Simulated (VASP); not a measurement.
# Sn (Im-3m) in VASP: further runs

Sn is run at these levels: LDA; tasks: relaxation of cell and atoms.

Everything below comes from runs of VASP 6.6.1. Logs are shortened: lines on timing, memory, paths and dates and some standing lists are left out, and cuts for length are marked.

## 1. The cell of the first run

It takes space group Im-3m (No. 229, cubic). The conventional cell has a = 3.282 Å, b = 3.282 Å, c = 3.282 Å, α = 90.00°, β = 90.00°, γ = 90.00°. Within 3.7 Å of Sn (site symmetry m-3m) lie 14 Sn at 2.84 to 3.28 Å.

This isn't the form of Sn at room conditions, which is tetragonal (white tin).

## 2. Relaxation of cell and atoms, LDA, target pressure 52 GPa, at which the enthalpy is minimised

Input file INCAR:

```
PREC = Accurate ; ENCUT = 600
EDIFF = 1E-6 ; ISMEAR = -1
SIGMA = 0.08 ; LREAL = F
LASPH = T ; NELM = 80
ALGO = Normal ; ISIF = 3
LWAVE = F ; LCHARG = F
GGA = CA ; IBRION = 2
NSW = 60 ; EDIFFG = -0.005
PSTRESS = 520.0
```

Input file KPOINTS:

```
regular mesh
0
Gamma
  16 16 16
```

Input file POSCAR:

```
Sn
1.0
   -1.6412354229      1.6412354229      1.6412354229
    1.6412354229     -1.6412354229      1.6412354229
    1.6412354229      1.6412354229     -1.6412354229
Sn
1
Direct
    0.0000000000      0.0000000000      0.0000000000
```

Potentials or basis: VASP PAW LDA potentials, release 64 (Sn_d).

Started as:

```
cat potpaw_LDA.64/Sn_d/POTCAR > POTCAR
mpirun -np 1 vasp_std > vasp.out
```

OUTCAR:

```text
PREC = Accurate
   ENCUT = 600
   EDIFF = 1E-6
   ISMEAR = -1
   LREAL = F
   LASPH = T
   NELM = 80
   ISIF = 3
   GGA = CA
   IBRION = 2
   NSW = 60
   EDIFFG = -0.005
   PSTRESS = 520.0

 ion  position               nearest neighbor table
   1  0.000  0.000  0.000-

  LATTYP: Found a body centered cubic cell.
 ALAT       =     3.2824708458

  Lattice vectors:

 A1 = (  -1.6412354229,   1.6412354229,   1.6412354229)
 A2 = (   1.6412354229,  -1.6412354229,   1.6412354229)
 A3 = (   1.6412354229,   1.6412354229,  -1.6412354229)

Analysis of symmetry for initial positions (statically):
=====================================================================
 Subroutine PRICEL returns:
 Original cell was already a primitive cell.

 Routine SETGRP: Setting up the symmetry group for a
 body centered cubic supercell.

 Subroutine GETGRP returns: Found 48 space group operations
 (whereof 48 operations were pure point group operations)
 out of a pool of 48 trial point group operations.

The static configuration has the point symmetry O_h .

Analysis of symmetry for dynamics (positions and initial velocities):
=====================================================================
 Subroutine PRICEL returns:
 Original cell was already a primitive cell.

 Routine SETGRP: Setting up the symmetry group for a
 body centered cubic supercell.

 Subroutine GETGRP returns: Found 48 space group operations
 (whereof 48 operations were pure point group operations)
 out of a pool of 48 trial point group operations.

The dynamic configuration has the point symmetry O_h .

 Subroutine INISYM returns: Found 48 space group operations
 (whereof 48 operations are pure point group operations),
 and found     1 'primitive' translations

----------------------------------------------------------------------------------------

                                     Primitive cell

  volume of cell :      17.6837

  direct lattice vectors                    reciprocal lattice vectors
    -1.641235423  1.641235423  1.641235423     0.000000000  0.304648555  0.304648555
     1.641235423 -1.641235423  1.641235423     0.304648555  0.000000000  0.304648555
     1.641235423  1.641235423 -1.641235423     0.304648555  0.304648555  0.000000000

  length of vectors
[... 94 lines left out ...]
   EFERMI =   0.00;   METHOD = LEGACY
   ISMEAR =    -1;   SIGMA  =   0.08  broadening in eV -4-tet -1-fermi 0-gaus
   EFERMI_NEDOS =   21; number of points for ismear=-14 and -15
   IALGO  =     38    algorithm
   IMIX   =      4    mixing-type and parameters
     AMIX     =   0.40;   BMIX     =  1.00
     AMIX_MAG =   1.60;   BMIX_MAG =  1.00
  volume/ion in A,a.u.               =      17.68       119.34
  Fermi-wavevector in a.u.,A,eV,Ry     =   1.514468  2.861929 31.206484  2.293612
  Thomas-Fermi vector in A             =   2.624121
   LORBIT       =      0    0 simple, 1 ext, 2 COOP (PROOUT), +10 PAW based schemes
   GGA     = CA    functional components
   LHFCALC =     F    Hartree Fock is set to
   AEXX    =    0.0000 exact exchange contribution
   IVDW    =     0    specifies the selected vdW correction
   LEPSILON=     F    determine dielectric tensor
   LRPA    =     F    only Hartree local field effects (RPA)
 conjugate gradient relaxation of ions
 non-spin polarized calculation
  energy-cutoff  :      600.00
  volume of cell :       17.68
 maximum number of plane-waves:       604
   NGX = 11   NGY = 11   NGZ = 11

--------------------------------------- Ionic step        1  -------------------------------------------

 number of electron      13.9999999 magnetization

 Free energy of the ion-electron system (eV)
  ---------------------------------------------------
  ext. energy  EPLUGINS =         0.00000000
  ---------------------------------------------------
  free energy    TOTEN  =        -3.54127519 eV

  energy without entropy =       -3.53114764  energy(sigma->0) =       -3.53621142

------------------------ aborting loop because EDIFF is reached ----------------------------------------

  FORCE on cell =-STRESS in cart. coord.  units (eV):
  Direction    XX          YY          ZZ          XY          YZ          ZX
  --------------------------------------------------------------------------------------
  -------------------------------------------------------------------------------------
  Total        5.8213188      5.8213188      5.8213188     -0.0000000     -0.0000000     -0.0000000
  in kB      527.4233229    527.4233229    527.4233229     -0.0000000     -0.0000000     -0.0000000
  external PRESSURE =       7.4233229 kB  Pullay stress =     520.0000000 kB
[... 61 lines left out ...]
--------------------------------------- Ionic step        3  -------------------------------------------

 number of electron      14.0000000 magnetization

 Free energy of the ion-electron system (eV)
  ---------------------------------------------------
  ext. energy  EPLUGINS =         0.00000000
  ---------------------------------------------------
  free energy    TOTEN  =        -3.55684496 eV

  energy without entropy =       -3.54668682  energy(sigma->0) =       -3.55176589

 E-fermi :  14.2537     XC(G=0): -12.7792

 val. band max:       14.2015117700   @ k =  -0.3125   0.3125   0.0625
 cond. band min:      14.2788050879   @ k =   0.2500   0.0625   0.0625
 fundamental gap:      0.0772933179
 Fermi energy:        14.2536656661

 k-point     1 :       0.0000    0.0000    0.0000
  band No.  band energies     occupation
      1      -7.8707      2.00000
      2      -7.8707      2.00000
      3      -7.8707      2.00000
      4      -7.4017      2.00000
      5      -7.4017      2.00000
      6      -0.7411      2.00000
      7      26.9479      0.00000
      8      26.9479      0.00000
      9      26.9479      0.00000
     10      26.9550      0.00000
     11      26.9550      0.00000
[... 309 lines left out ...]
 k-point    24 :       0.2500    0.1875   -0.0000
  band No.  band energies     occupation
      1      -7.9709      2.00000
      2      -7.8069      2.00000
      3      -7.4762      2.00000
      4      -7.4510      2.00000
      5      -7.2998      2.00000
      6       3.8495      2.00000
      7      13.4491      1.99991
      8      15.5626      0.00000
      9      20.5454      0.00000
     10      26.6607      0.00000
     11      28.4272      0.00000

 [... further k-points ...]

------------------------ aborting loop because EDIFF is reached ----------------------------------------

  FORCE on cell =-STRESS in cart. coord.  units (eV):
  Direction    XX          YY          ZZ          XY          YZ          ZX
  --------------------------------------------------------------------------------------
  -------------------------------------------------------------------------------------
  Total        5.7504764      5.7504764      5.7504764      0.0000000      0.0000000     -0.0000000
  in kB      519.6053018    519.6053018    519.6053018      0.0000000      0.0000000     -0.0000000
  external PRESSURE =      -0.3946982 kB  Pullay stress =     520.0000000 kB
[... 20 lines left out ...]
  energy  without entropy=       -3.5466868194  energy(sigma->0) =       -3.55176589

  enthalpy is  TOTEN    =         2.1979995802 eV   P V=        5.7548445427

 reached required accuracy - stopping structural energy minimisation
```

OSZICAR:

```text
N       E                     dE             d eps       ncg     rms          rms(c)
DAV:   1     0.754001752915E+02    0.75400E+02   -0.80092E+03  3248   0.240E+03
DAV:   2     0.161652049936E+00   -0.75239E+02   -0.73016E+02  3280   0.357E+02
DAV:   3    -0.354015571321E+01   -0.37018E+01   -0.36470E+01  3603   0.732E+01
DAV:   4    -0.360784407162E+01   -0.67688E-01   -0.67656E-01  3681   0.100E+01
[... 18 lines left out ...]
DAV:   2    -0.355925623343E+01    0.10344E-01   -0.14670E-02  3691   0.326E+00    0.269E-01
DAV:   3    -0.355695838133E+01    0.22979E-02   -0.56624E-03  4902   0.189E+00    0.342E-02
DAV:   4    -0.355685501623E+01    0.10337E-03   -0.17669E-04  3643   0.211E-01    0.949E-03
DAV:   5    -0.355684591958E+01    0.90966E-05   -0.66230E-06  4755   0.269E-02    0.527E-03
DAV:   6    -0.355684496250E+01    0.95708E-06   -0.19028E-06  3536   0.210E-02
   3 F= 0.21979996E+01 E0= 0.22030787E+01  d E =-.110749E-03
```

Wall time 54 s (1 thread of Intel Xeon 8259CL, shared host); peak memory 0.16 GiB.

What came out:

* Free energy: -3.5568 eV
* Relaxed volume: 17.73 Å³/atom
* Relaxed cell: a = 2.845 Å, b = 2.845 Å, c = 2.845 Å, α = 109.47°, β = 109.47°, γ = 109.47°
* Space group after relaxing (to 0.1 Å): Im-3m (No. 229)
* Energy change on relaxing (the run minimises the enthalpy): -15.6 meV/atom
* Ionic steps: 3
* Pressure after relaxing: 52.0 GPa
* Band gap on the k mesh: zero (bands 7 and 8 overlap by 16.64 eV)

The path:
```csv
step,energy change (eV),largest force (eV/Å),pressure (GPa),volume (Å³)
1,0.0000,0.0000,52.74,17.68
2,-0.0672,0.0000,49.58,17.89
3,-0.0156,0.0000,51.96,17.73
```

Final structure:
```
CELL_PARAMETERS angstrom
-1.64271 1.64271 1.64271
1.64271 -1.64271 1.64271
1.64271 1.64271 -1.64271
ATOMIC_POSITIONS crystal
Sn 0.00000 0.00000 0.00000
```

Levels at points of the mesh, in eV from the Fermi level:
| k point | band 5 | band 6 | band 7 | band 8 | band 9 | band 10 |
| --- | --- | --- | --- | --- | --- | --- |
| (0.00, 0.00, 0.00) | -21.66 | -14.99 | 12.69 | 12.69 | 12.69 | 12.70 |
| (0.50, 0.00, 0.00) | -21.36 | -7.05 | -7.04 | 5.17 | 6.58 | 10.20 |
| (0.50, 0.50, 0.50) | -21.43 | -1.14 | -1.14 | -1.14 | 0.56 | 3.96 |

Caveat: the cell is relaxed towards a set pressure, so the run minimises the enthalpy, not the energy; spin-orbit coupling is left out, which moves the levels of the heavy elements.

## 3. Relaxation of cell and atoms, LDA, target pressure 52 GPa, at which the enthalpy is minimised

Input file INCAR:

```
SYSTEM = Sn
ALGO = Normal
EDIFF = 1E-7
EDIFFG = -0.005
ENCUT = 600
IBRION = 2
ISIF = 3
ISMEAR = -1
LASPH = .TRUE.
LCHARG = .FALSE.
LREAL = .FALSE.
LWAVE = .FALSE.
NELM = 60
NSW = 32
PREC = Accurate
PSTRESS = 520.0
SIGMA = 0.08
```

Input file KPOINTS:

```
k-points
0
G
  16 16 16
  0 0 0
```

Input file POSCAR:

```
Sn
1.0
   -1.6417507924      1.6417507924      1.6417507924
    1.6417507924     -1.6417507924      1.6417507924
    1.6417507924      1.6417507924     -1.6417507924
Sn
1
Direct
    0.0000000000      0.0000000000      0.0000000000
```

Potentials or basis: VASP PAW LDA potentials, release 64 (Sn_d).

Started as:

```
cat potpaw_LDA.64/Sn_d/POTCAR > POTCAR
mpirun -np 1 vasp_std > vasp.out
```

OUTCAR:

```text
SYSTEM = Sn
   EDIFF = 1E-7
   EDIFFG = -0.005
   ENCUT = 600
   IBRION = 2
   ISIF = 3
   ISMEAR = -1
   LASPH = .TRUE.
   LREAL = .FALSE.
   NELM = 60
   NSW = 32
   PREC = Accurate
   PSTRESS = 520.0

 ion  position               nearest neighbor table
   1  0.000  0.000  0.000-

  LATTYP: Found a body centered cubic cell.
 ALAT       =     3.2835015848

  Lattice vectors:

 A1 = (  -1.6417507924,   1.6417507924,   1.6417507924)
 A2 = (   1.6417507924,  -1.6417507924,   1.6417507924)
 A3 = (   1.6417507924,   1.6417507924,  -1.6417507924)

Analysis of symmetry for initial positions (statically):
=====================================================================
 Subroutine PRICEL returns:
 Original cell was already a primitive cell.

 Routine SETGRP: Setting up the symmetry group for a
 body centered cubic supercell.

 Subroutine GETGRP returns: Found 48 space group operations
 (whereof 48 operations were pure point group operations)
 out of a pool of 48 trial point group operations.

The static configuration has the point symmetry O_h .

Analysis of symmetry for dynamics (positions and initial velocities):
=====================================================================
 Subroutine PRICEL returns:
 Original cell was already a primitive cell.

[... 163 lines left out ...]
  external PRESSURE =       4.8071646 kB  Pullay stress =     520.0000000 kB
[... 61 lines left out ...]
--------------------------------------- Ionic step        3  -------------------------------------------

 number of electron      14.0000000 magnetization

 Free energy of the ion-electron system (eV)
  ---------------------------------------------------
  ext. energy  EPLUGINS =         0.00000000
  ---------------------------------------------------
  free energy    TOTEN  =        -3.55685134 eV

  energy without entropy =       -3.54669309  energy(sigma->0) =       -3.55177221

 E-fermi :  14.2534     XC(G=0): -12.7792

 val. band max:       14.2012806342   @ k =  -0.3125   0.3125   0.0625
 cond. band min:      14.2785712829   @ k =   0.2500   0.0625   0.0625
 fundamental gap:      0.0772906486
 Fermi energy:        14.2534375035

 k-point     1 :       0.0000    0.0000    0.0000
  band No.  band energies     occupation
      1      -7.8704      2.00000
      2      -7.8704      2.00000
      3      -7.8704      2.00000
      4      -7.4013      2.00000
      5      -7.4013      2.00000
      6      -0.7413      2.00000
      7      26.9475      0.00000
      8      26.9475      0.00000
      9      26.9488      0.00000
     10      26.9550      0.00000
     11      26.9550      0.00000
[... 309 lines left out ...]
 k-point    24 :       0.2500    0.1875   -0.0000
  band No.  band energies     occupation
      1      -7.9706      2.00000
      2      -7.8066      2.00000
      3      -7.4758      2.00000
      4      -7.4506      2.00000
      5      -7.2994      2.00000
      6       3.8492      2.00000
      7      13.4488      1.99991
      8      15.5624      0.00000
      9      20.5452      0.00000
     10      26.6606      0.00000
     11      28.4270      0.00000

 [... further k-points ...]

------------------------ aborting loop because EDIFF is reached ----------------------------------------

  FORCE on cell =-STRESS in cart. coord.  units (eV):
  Direction    XX          YY          ZZ          XY          YZ          ZX
  --------------------------------------------------------------------------------------
  -------------------------------------------------------------------------------------
  Total        5.7540056      5.7540056      5.7540056      0.0000000      0.0000000     -0.0000000
  in kB      519.9237236    519.9237236    519.9237236      0.0000000      0.0000000     -0.0000000
  external PRESSURE =      -0.0762764 kB  Pullay stress =     520.0000000 kB
[... 20 lines left out ...]
  energy  without entropy=       -3.5466930877  energy(sigma->0) =       -3.55177221

  enthalpy is  TOTEN    =         2.1979983824 eV   P V=        5.7548497226

 reached required accuracy - stopping structural energy minimisation
```

Wall time 56 s (1 thread of Intel Xeon 8259CL, shared host); peak memory 0.16 GiB.

Results:

| Quantity | Value |
| --- | --- |
| Free energy | -3.5569 eV |
| Relaxed volume | 17.73 Å³/atom |
| Relaxed cell | a = 2.845 Å, b = 2.845 Å, c = 2.845 Å, α = 109.47°, β = 109.47°, γ = 109.47° |
| Space group after relaxing (to 0.1 Å) | Im-3m (No. 229) |
| Energy change on relaxing (the run minimises the enthalpy) | -10.1 meV/atom |
| Ionic steps | 3 |
| Pressure after relaxing | 52.0 GPa |
| Band gap on the k mesh | zero (bands 7 and 8 overlap by 16.64 eV) |

The path:
```csv
step,energy change (eV),largest force (eV/Å),pressure (GPa),volume (Å³)
1,0.0000,0.0000,52.48,17.70
2,-0.0438,0.0000,50.42,17.84
3,-0.0101,0.0000,51.99,17.73
```

Final structure:
```xyz
1
Lattice="-1.6427 1.6427 1.6427 1.6427 -1.6427 1.6427 1.6427 1.6427 -1.6427" Properties=species:S:1:pos:R:3 pbc="T T T"
Sn    0.0000    0.0000    0.0000
```

Caveat: the cell is relaxed towards a set pressure, so the run minimises the enthalpy, not the energy; spin-orbit coupling is left out, which moves the levels of the heavy elements.
